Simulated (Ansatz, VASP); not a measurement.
**Two plane-wave programs on Sn3Se**

```
Sn Se
1.0
     0.00000    3.65819    3.84109
     3.65819    0.00000    3.84109
     3.65819    3.65819    0.00000
Sn Se
3 1
Direct
  0.25000 0.25000 0.25000
  0.75000 0.75000 0.75000
  0.50000 0.50000 0.50000
  0.00000 0.00000 0.00000
```

Change from the starting cell: strain +0.0500 x Voigt [0, 0, 1, 0, 0, 0], atoms carried along.

Alike in both runs: task single point; functional PBEsol; k mesh 12 × 12 × 12; occupations gaussian, width 0.15 eV; no spin polarisation.

|  | VASP | Ansatz |
| --- | --- | --- |
| version | VASP 6.6.1 | Ansatz 0.2.0 |
| potentials or method | VASP PAW PBE potentials, release 64 (Sn_d, Se), cutoff 520 eV | scalar-relativistic, plane waves, PAW |
| valence electrons in the cell | 48 | 58 |

```tsv
	VASP	Ansatz	Ansatz less VASP
gap on the k mesh at the Fermi level (eV)	none	none	-
pressure (GPa)	-2.5	-2.5	+0.02
traceless stress, the component that is largest in VASP (GPa)	-0.08	-0.08	+0.002
```

VASP's potentials were made for PBE, not for PBEsol. A gap of «none» marks a metal or a gap that the smearing closes. VASP's potentials hold 48 valence electrons a cell and Ansatz's 58, so a difference there can come from the potentials and not from the codes.
